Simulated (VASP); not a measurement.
# Mg (P6_3/mmc) in VASP: further runs

Mg is run at these levels: PBE; tasks: relaxation of the atoms.

Program: VASP 6.6.1. These are calculated values, not measurements. Logs are shortened: lines on timing, memory, paths and dates and some standing lists are left out, and cuts for length are marked.

## 1. The cell of the first run

The structure is hexagonal, space group P6_3/mmc (No. 194). Conventional cell: a = 3.240 Å, b = 3.240 Å, c = 10.319 Å, α = 90.00°, β = 90.00°, γ = 120.00°. Within 4.2 Å of Mg (site symmetry -6m2) lie 12 Mg at 3.19 to 3.24 Å. Within 4.2 Å of Mg (site symmetry -3m) lie 12 Mg at 3.19 to 3.24 Å.

## 2. Relaxation of the atoms, PBE

Input file INCAR:

```
ALGO     = Normal         # electronic algorithm
EDIFF    = 1E-7           # SCF threshold, eV
EDIFFG   = -0.01          # ionic threshold
ENCUT    = 520            # plane-wave cutoff, eV
GGA      = PE             # functional
IBRION   = 2              # ionic algorithm
ISIF     = 2              # what is computed and relaxed
ISMEAR   = -1             # smearing method
LASPH    = True           # aspherical terms in the spheres
LCHARG   = False          # write CHGCAR
LREAL    = False          # projectors in reciprocal space
LWAVE    = False          # write WAVECAR
NELM     = 100            # most SCF steps
NSW      = 60             # ionic steps
PREC     = Accurate       # precision mode
SIGMA    = 0.05           # smearing width, eV
```

Input file KPOINTS:

```
k-points
0
Gamma
  8 8 3
```

Input file POSCAR:

```
Mg
1.0
    3.2403626889      0.0000000000      0.0000000000
   -1.6201813445      2.8062364061      0.0000000000
    0.0000000000      0.0000000000     10.3188620100
Mg
4
Direct
    0.6666666667      0.3333333333      0.7500000000
    0.0000000000      0.0000000000      0.5000000000
    0.3333333333      0.6666666667      0.2500000000
    0.0000000000      0.0000000000      0.0000000000
```

Potentials or basis: VASP PAW PBE potentials, release 64 (Mg).

Command:

```bash
cat potpaw_PBE.64/Mg/POTCAR > POTCAR
mpirun -np 1 vasp_std > vasp.out
```

OUTCAR:

```text
EDIFF = 1E-7
   EDIFFG = -0.01
   ENCUT = 520
   GGA = PE
   IBRION = 2
   ISIF = 2
   ISMEAR = -1
   LASPH = True
   LREAL = False
   NELM = 100
   NSW = 60
   PREC = Accurate

 ion  position               nearest neighbor table
   1  0.667  0.333  0.750-   2 3.19   4 3.19   2 3.19   4 3.19   2 3.19   4 3.19
   2  0.000  0.000  0.500-   1 3.19   3 3.19   1 3.19   3 3.19   1 3.19   3 3.19
   3  0.333  0.667  0.250-   2 3.19   4 3.19   2 3.19   4 3.19   2 3.19   4 3.19
   4  0.000  0.000  0.000-   1 3.19   3 3.19   1 3.19   3 3.19   1 3.19   3 3.19

  LATTYP: Found a hexagonal cell.
 ALAT       =     3.2403626889
 C/A-ratio  =     3.1844774801

  Lattice vectors:

 A1 = (   3.2403626889,   0.0000000000,   0.0000000000)
 A2 = (  -1.6201813445,   2.8062364061,   0.0000000000)
 A3 = (   0.0000000000,   0.0000000000,  10.3188620100)

Analysis of symmetry for initial positions (statically):
=====================================================================
 Subroutine PRICEL returns:
 Original cell was already a primitive cell.

 Routine SETGRP: Setting up the symmetry group for a
 hexagonal supercell.

 Subroutine GETGRP returns: Found 24 space group operations
 (whereof 12 operations were pure point group operations)
 out of a pool of 24 trial point group operations.

The static configuration has the point symmetry D_3d.
 The point group associated with its full space group is D_6h.

Analysis of symmetry for dynamics (positions and initial velocities):
=====================================================================
 Subroutine PRICEL returns:
 Original cell was already a primitive cell.

 Routine SETGRP: Setting up the symmetry group for a
 hexagonal supercell.

 Subroutine GETGRP returns: Found 24 space group operations
 (whereof 12 operations were pure point group operations)
 out of a pool of 24 trial point group operations.

The dynamic configuration has the point symmetry D_3d.
 The point group associated with its full space group is D_6h.

 Subroutine INISYM returns: Found 24 space group operations
 (whereof 12 operations are pure point group operations),
 and found     1 'primitive' translations

----------------------------------------------------------------------------------------

                                     Primitive cell

  volume of cell :      93.8317

  direct lattice vectors                    reciprocal lattice vectors
     3.240362689  0.000000000  0.000000000     0.308607429  0.178174582  0.000000000
    -1.620181344  2.806236406  0.000000000     0.000000000  0.356349165  0.000000000
     0.000000000  0.000000000 10.318862010     0.000000000  0.000000000  0.096909911

  length of vectors
     3.240362689  3.240362689 10.318862010     0.356349165  0.356349165  0.096909911

  position of ions in fractional coordinates (direct lattice)
     0.666666667  0.333333333  0.750000000
     0.000000000  0.000000000  0.500000000
     0.333333333  0.666666667  0.250000000
     0.000000000  0.000000000  0.000000000

  ion indices of the primitive-cell ions
   primitive index   ion index
                 1           1
                 2           2
                 3           3
                 4           4

----------------------------------------------------------------------------------------

 KPOINTS: k-points

Automatic generation of k-mesh.
 Grid dimensions read from file:
 generate k-points for:    8    8    3

 Generating k-lattice:

  Cartesian coordinates                     Fractional coordinates (reciprocal lattice)
     0.038575929  0.022271823  0.000000000     0.125000000  0.000000000  0.000000000
     0.000000000  0.044543646  0.000000000     0.000000000  0.125000000  0.000000000
     0.000000000  0.000000000  0.032303304     0.000000000  0.000000000  0.333333333

  Length of vectors
     0.044543646  0.044543646  0.032303304

  Shift w.r.t. Gamma in fractional coordinates (k-lattice)
     0.000000000  0.000000000  0.000000000

 Subroutine IBZKPT returns following result:
 ===========================================

 Found     20 irreducible k-points:

 Following reciprocal coordinates:
            Coordinates               Weight
  0.000000  0.000000  0.000000      1.000000
  0.125000  0.000000  0.000000      6.000000
  0.250000  0.000000  0.000000      6.000000
  0.375000  0.000000  0.000000      6.000000
  0.500000  0.000000  0.000000      3.000000
  0.125000  0.125000  0.000000      6.000000
[... 12 lines left out ...]
  0.250000  0.250000  0.333333     12.000000
  0.375000  0.250000  0.333333     12.000000
   k-points           NKPTS =     20   k-points in BZ     NKDIM =     20   number of bands    NBANDS=      8
   number of dos      NEDOS =    301   number of ions     NIONS =      4
   total plane-waves  NPLWV =  46080
   dimension x,y,z NGX =    24 NGY =   24 NGZ =   80
   dimension x,y,z NGXF=    48 NGYF=   48 NGZF=  160
   ions per type =               4
   NGX,Y,Z   is equivalent  to a cutoff of  12.31, 12.31, 12.89 a.u.
   NGXF,Y,Z  is equivalent  to a cutoff of  24.63, 24.63, 25.78 a.u.
 SYSTEM =  unknown system
   PREC   = accura    normal or accurate (medium, high low for compatibility)
   ISTART =      0    job   : 0-new  1-cont  2-samecut
   ICHARG =      2    charge: 1-file 2-atom 10-const
   ISPIN  =      1    spin polarized calculation?
   LNONCOLLINEAR =      F non collinear calculations
   LSORBIT =      F    spin-orbit coupling
   LASPH  =      T    aspherical Exc in radial PAW
   ENCUT  =  520.0 eV  38.22 Ry    6.18 a.u.   6.02  6.02 19.19*2*pi/ulx,y,z
   NELM   =    100;   NELMIN=  2; NELMDL= -5     # of ELM steps
   EDIFF  = 0.1E-06   stopping-criterion for ELM
   LREAL  =      F    real-space projection
   EDIFFG = -.1E-01   stopping-criterion for IOM
   NSW    =     60    number of steps for IOM
   IBRION =      2    ionic relax: 0-MD 1-quasi-New 2-CG
   NFREE  =      1    steps in history (QN), initial steepest desc. (CG)
   ISIF   =      2    stress and relaxation
   ISYM   =      2    0-nonsym 1-usesym 2-fastsym
   POTIM  = 0.5000    time-step for ionic-motion
   TEBEG  =    0.0;   TEEND  =   0.0 temperature during run
   PSTRESS=    0.0 pullay stress
   NELECT =       8.0000    total number of electrons
   NUPDOWN=      -1.0000    fix difference up-down
   EMIN   =  10.00;   EMAX   =-10.00  energy-range for DOS
   EFERMI =   0.00;   METHOD = LEGACY
   ISMEAR =    -1;   SIGMA  =   0.05  broadening in eV -4-tet -1-fermi 0-gaus
   EFERMI_NEDOS =   21; number of points for ismear=-14 and -15
   IALGO  =     38    algorithm
   IMIX   =      4    mixing-type and parameters
     AMIX     =   0.40;   BMIX     =  1.00
     AMIX_MAG =   1.60;   BMIX_MAG =  1.00
  volume/ion in A,a.u.               =      23.46       158.30
  Fermi-wavevector in a.u.,A,eV,Ry     =   0.720535  1.361613  7.063741  0.519170
  Thomas-Fermi vector in A             =   1.810012
   LORBIT       =      0    0 simple, 1 ext, 2 COOP (PROOUT), +10 PAW based schemes
   GGA     = PE    functional components
   LHFCALC =     F    Hartree Fock is set to
   AEXX    =    0.0000 exact exchange contribution
   IVDW    =     0    specifies the selected vdW correction
   LEPSILON=     F    determine dielectric tensor
   LRPA    =     F    only Hartree local field effects (RPA)
 conjugate gradient relaxation of ions
 non-spin polarized calculation
  energy-cutoff  :      520.00
  volume of cell :       93.83
 maximum number of plane-waves:      2557
   NGX = 13   NGY = 13   NGZ = 39

 number of electron       8.0000000 magnetization

 Free energy of the ion-electron system (eV)
  ---------------------------------------------------
  ext. energy  EPLUGINS =         0.00000000
  ---------------------------------------------------
  free energy    TOTEN  =        -6.05812309 eV

  energy without entropy =       -6.04674874  energy(sigma->0) =       -6.05243592

 E-fermi :   2.5412     XC(G=0):  -8.4244

 val. band max:        2.5148440828   @ k =   0.3750   0.1250   0.3333
 cond. band min:       2.5861411782   @ k =   0.2500   0.0000   0.0000
 fundamental gap:      0.0712970953
 Fermi energy:         2.5412492687

 k-point     1 :       0.0000    0.0000    0.0000
  band No.  band energies     occupation
      1      -4.3176      2.00000
      2      -2.9120      2.00000
      3      -2.9083      2.00000
      4       0.9719      2.00000
      5       1.4593      2.00000
      6       7.7743      0.00000
      7       7.7861      0.00000
      8      13.1412      0.00000

 k-point     2 :       0.1250    0.0000    0.0000
  band No.  band energies     occupation
      1      -4.0186      2.00000
      2      -2.6174      2.00000
      3      -2.6135      2.00000
      4       1.2452      2.00000
      5       1.7493      2.00000
      6       7.9605      0.00000
      7       8.0100      0.00000
      8       9.7476      0.00000

 k-point     3 :       0.2500    0.0000    0.0000
  band No.  band energies     occupation
      1      -3.1270      2.00000
      2      -1.7388      2.00000
      3      -1.7346      2.00000
      4       2.0651      1.99985
      5       2.5861      0.57899
      6       6.0663      0.00000
      7       7.2163      0.00000
      8       7.3373      0.00000
[... 166 lines left out ...]
 k-point    19 :       0.2500    0.2500    0.3333
  band No.  band energies     occupation
      1      -0.6372      2.00000
      2      -0.1850      2.00000
      3       1.5817      2.00000
      4       2.8037      0.01045
      5       3.8632      0.00000
      6       4.0086      0.00000
      7       4.2601      0.00000
      8       4.3955      0.00000

 k-point    20 :       0.3750    0.2500    0.3333
  band No.  band energies     occupation
      1       1.3418      2.00000
      2       1.3518      2.00000
      3       1.7724      2.00000
      4       1.7853      2.00000
      5       3.3961      0.00000
      6       3.4897      0.00000
      7       3.6152      0.00000
      8       4.2938      0.00000

------------------------ aborting loop because EDIFF is reached ----------------------------------------

  FORCE on cell =-STRESS in cart. coord.  units (eV):
  Direction    XX          YY          ZZ          XY          YZ          ZX
  --------------------------------------------------------------------------------------
  -------------------------------------------------------------------------------------
  Total       -0.5551914     -0.5551914     -0.2014199      0.0000000      0.0000000      0.0000000
  in kB       -9.4798977     -9.4798977     -3.4392463      0.0000000      0.0000000      0.0000000
  external PRESSURE =      -7.4663472 kB  Pullay stress =       0.0000000 kB

 VOLUME and BASIS-vectors are now :
 -----------------------------------------------------------------------------
  energy-cutoff  :      520.00
  volume of cell :       93.83
      direct lattice vectors                 reciprocal lattice vectors
     3.240362689  0.000000000  0.000000000     0.308607429  0.178174582  0.000000000
    -1.620181344  2.806236406  0.000000000     0.000000000  0.356349165  0.000000000
     0.000000000  0.000000000 10.318862010     0.000000000  0.000000000  0.096909911

 POSITION                                       TOTAL-FORCE (eV/Angst)
 -----------------------------------------------------------------------------------
      1.62018      0.93541      7.73915         0.000000      0.000000      0.000000
      0.00000      0.00000      5.15943         0.000000      0.000000      0.000000
     -0.00000      1.87082      2.57972        -0.000000      0.000000     -0.000000
      0.00000      0.00000      0.00000         0.000000      0.000000      0.000000
 -----------------------------------------------------------------------------------
    total drift:                                0.000000     -0.000000     -0.000000

  FREE ENERGIE OF THE ION-ELECTRON SYSTEM (eV)
  ---------------------------------------------------
  free  energy   TOTEN  =        -6.0581230938 eV

  energy  without entropy=       -6.0467487429  energy(sigma->0) =       -6.05243592

 reached required accuracy - stopping structural energy minimisation
```

It took 30 s on 1 thread of Oxide Virtual Turin-like, shared host; peak memory 0.17 GiB.

Results:

- Free energy: -6.0581 eV
- Pressure after relaxing: -0.7 GPa
- Band gap on the k mesh: zero (bands 4 and 5 overlap by 2.05 eV)

Stress tensor (GPa, compression positive):
```
-0.95  0.00  0.00
 0.00 -0.95  0.00
 0.00  0.00 -0.34
```

Final structure:
```
CELL_PARAMETERS angstrom
3.24036 0.00000 0.00000
-1.62018 2.80624 0.00000
0.00000 0.00000 10.31886
ATOMIC_POSITIONS crystal
Mg 0.66667 0.33333 0.75000
Mg 0.00000 0.00000 0.50000
Mg 0.33333 0.66667 0.25000
Mg 0.00000 0.00000 0.00000
```

## 3. Relaxation of the atoms, PBE

This run uses another cell than the first one, of 24.39 Å³/atom.

Input file INCAR:

```
ALGO     = Normal         # electronic algorithm
EDIFF    = 1E-7           # SCF threshold, eV
EDIFFG   = -0.01          # ionic threshold
ENCUT    = 520            # plane-wave cutoff, eV
GGA      = PE             # functional
IBRION   = 2              # ionic algorithm
ISIF     = 2              # what is computed and relaxed
ISMEAR   = -1             # smearing method
LASPH    = T              # aspherical terms in the spheres
LCHARG   = F              # write CHGCAR
LREAL    = F              # projectors in reciprocal space
LWAVE    = F              # write WAVECAR
NELM     = 80             # most SCF steps
NSW      = 60             # ionic steps
PREC     = Accurate       # precision mode
SIGMA    = 0.05           # smearing width, eV
```

KPOINTS is that of step 2.

Changes to POSCAR since step 2:

```diff
@@ -2,4 +2,4 @@
 1.0
-    3.2403626889      0.0000000000      0.0000000000
-   -1.6201813445      2.8062364061      0.0000000000
+    3.3038992122      0.0000000000      0.0000000000
+   -1.6519496061      2.8612606493      0.0000000000
     0.0000000000      0.0000000000     10.3188620100
```

Potentials or basis: VASP PAW PBE potentials, release 64 (Mg).

Command:

```bash
cat potpaw_PBE.64/Mg/POTCAR > POTCAR
mpirun -np 1 vasp_std > vasp.out
```

Run time: 36 s. Hardware: 1 thread of Oxide Virtual Turin-like, shared host; peak memory 0.19 GiB.

The run converged. Its results:

```yaml
Free_energy: -6.0182 eV
Pressure_after_relaxing: -1.9 GPa
Band_gap_on_the_k_mesh: zero (bands 4 and 5 overlap by 1.81 eV)
```

Stress tensor (GPa, compression positive):
```
-2.44  0.00  0.00
 0.00 -2.44  0.00
 0.00  0.00 -0.87
```

Final structure:
```
Mg
1.0
     3.30390    0.00000    0.00000
    -1.65195    2.86126    0.00000
     0.00000    0.00000   10.31886
Mg
4
Direct
  0.66667 0.33333 0.75000
  0.00000 0.00000 0.50000
  0.33333 0.66667 0.25000
  0.00000 0.00000 0.00000
```

Levels at points of the mesh, in eV from the Fermi level:
```csv
k point,band 1,band 2,band 3,band 4,band 5,band 6,band 7,band 8
"(0.00, 0.00, 0.00)",-6.66,-5.26,-5.26,-1.38,-0.88,5.43,5.45,10.14
"(0.50, 0.00, 0.00)",-2.18,-2.14,-1.05,-1.02,-0.57,-0.54,2.76,2.98
```

The gap in the log of VASP goes by the Fermi energy; the results here count the filled bands.